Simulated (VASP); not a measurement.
A run of VASP 6.6.1 is set up as follows.

INCAR

```
PREC     = Accurate       # precision mode
ENCUT    = 520            # plane-wave cutoff, eV
EDIFF    = 1E-6           # SCF threshold, eV
ISMEAR   = -5             # smearing method
SIGMA    = 0.05           # smearing width, eV
LREAL    = F              # projectors in reciprocal space
LASPH    = T              # aspherical terms in the spheres
NELM     = 150            # most SCF steps
ALGO     = Fast           # electronic algorithm
ISIF     = 2              # what is computed and relaxed
LWAVE    = F              # write WAVECAR
LCHARG   = F              # write CHGCAR
LNONCOLLINEAR= T              # non-collinear magnetism
MAGMOM   = 0 0 0.5        # initial moments
LORBIT   = 11             # projections on sites
GGA      = PS             # functional
NBANDS   = 23             # bands
```

Contents of KPOINTS:

```
regular mesh
0
Gamma
  10 10 10
```

File POSCAR:

```
Cd
1.0
   -1.7843220000      1.7843220000      1.7843220000
    1.7843220000     -1.7843220000      1.7843220000
    1.7843220000      1.7843220000     -1.7843220000
Cd
1
Direct
    0.0000000000      0.0000000000      0.0000000000
```

Potentials or basis: VASP PAW PBE potentials, release 64 (Cd).

The run is started by

```console
$ cat potpaw_PBE.64/Cd/POTCAR > POTCAR
$ mpirun -np 1 vasp_ncl > vasp.out
```

Question: Estimate the pressure.

Answer: -2.4 GPa.

Question: Estimate the net moment.

Answer: 0.00 μB per cell.

Stress tensor (GPa, compression positive):
```
-2.20  0.00  0.00
 0.00 -2.20  0.00
 0.00  0.00 -2.79
```

Caveat: the PAW data sets were made with another functional, which shifts forces and pressure a little; tetrahedron occupations give inexact forces and stress in metals.
